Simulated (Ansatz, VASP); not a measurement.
BaTiO3: VASP beside Ansatz

The input INCAR:

```
PREC     = Accurate       # precision mode
ENCUT    = 520            # plane-wave cutoff, eV
EDIFF    = 1E-8           # SCF threshold, eV
ISMEAR   = -1             # smearing method
SIGMA    = 0.05           # smearing width, eV
LREAL    = False          # projectors in reciprocal space
LASPH    = True           # aspherical terms in the spheres
NELM     = 100            # most SCF steps
ALGO     = Normal         # electronic algorithm
ISIF     = 2              # what is computed and relaxed
LWAVE    = False          # write WAVECAR
LCHARG   = False          # write CHGCAR
GGA      = PS             # functional
LEFG     = True         
NBANDS   = 28             # bands
```

File KPOINTS:

```
Automatic mesh
0
Gamma
  8 8 8
```

POSCAR

```
BaTiO3
1.0
    4.0622394458      0.0000000000      0.0000000000
    0.0000000000      2.8926925578      2.9016141701
    0.0000000000     -2.8926925578      2.9016141701
Ba Ti O
1 1 3
Direct
    0.0000000000      0.0000000000      0.0000000000
    0.5000000000      0.5079000000      0.5079000000
    0.0000000000      0.4921000000      0.4921000000
    0.5000000000      0.5025100000      0.9937100000
    0.5000000000      0.9937100000      0.5025100000
```

Input for Ansatz:

```yaml
crystal:
  lattice:
    - [4.0622394458, 0.0, 0.0]
    - [0.0, 2.8926925578, 2.9016141701]
    - [0.0, -2.8926925578, 2.9016141701]
  atoms:
    - { symbol: Ba, position: [0.0, 0.0, 0.0] }
    - { symbol: Ti, position: [0.5, 0.5079, 0.5079] }
    - { symbol: O, position: [0.0, 0.4921, 0.4921] }
    - { symbol: O, position: [0.5, 0.50251, 0.99371] }
    - { symbol: O, position: [0.5, 0.99371, 0.50251] }
kpoints:
  mp_grid: { grid: [8, 8, 8] }
scf:
  occupations: { method: fermi_dirac, width: 0.05 }
hamiltonian:
  xc: pbesol
  pseudopotentials: { kind: all_electron, datasets: crystal }
output:
  forces: true
  stress: true
  eigenvalues: true
  efg: { contact_densities: true }
```

Change from the starting cell: volume scaled by 1.06, crystal datasets.

Alike in both runs: task electric field gradients; functional PBEsol; k mesh 8 × 8 × 8; occupations fermi-dirac, width 0.05 eV; no spin polarisation.

|  | VASP | Ansatz |
| --- | --- | --- |
| version | VASP 6.6.1 | Ansatz 0.2.0 |
| potentials or method | VASP PAW PBE potentials, release 64 (Ba_sv, Ti_sv, O), cutoff 520 eV | all-electron PAW with datasets made for the crystal, scalar-relativistic |

VASP gave:

| Quantity | Value |
| --- | --- |
| pressure (GPa) | -11.0 |
| traceless stress, the component that is largest in VASP (GPa) | -0.56 |
| rms of the force components (eV/Å) | 0.163 |
| size of Vzz on the site where it differs most (V/Å²) | 5.3 |

**Question.** Estimate Ansatz's values.

**Answer.** Pressure (GPa): -12.4; traceless stress, the component that is largest in VASP (GPa): -0.55; rms of the force components (eV/Å): 0.168; size of Vzz on the site where it differs most (V/Å²): 5.6.

VASP's potentials were made for PBE, not for PBEsol. Atom by atom the forces differ by 0.007 eV/Å (rms over components). Ansatz ran all-electron here, and VASP with PAW potentials.

Neither program's run includes spin-orbit coupling.
